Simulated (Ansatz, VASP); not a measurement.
## Be: VASP beside Ansatz

```
Be
1.0
     0.00000    2.46848    2.46848
     2.46848    0.00000    2.46848
     2.46848    2.46848    0.00000
Be
2
Direct
  0.12500 0.12500 0.12500
  0.87500 0.87500 0.87500
```

Alike in both runs: functional revPBE; k mesh 12 × 12 × 12; occupations fermi-dirac, width 0.1 eV; no spin polarisation.

Ansatz relaxed the structure, and its values are those at the end. VASP's run is a single point on that final structure, the one shown.

```csv
,VASP,Ansatz
version,VASP 6.6.1,Ansatz 0.2.0
potentials or method,"VASP PAW PBE potentials, release 64 (Be), cutoff 520 eV","plane waves (420 eV) with PAW, scalar-relativistic"
valence electrons in the cell,4,4
```

|  | VASP | Ansatz | Ansatz less VASP |
| --- | --- | --- | --- |
| pressure (GPa) | 0.0 | 0.0 | 0.00 |

VASP's potentials were made for PBE, not for revPBE.
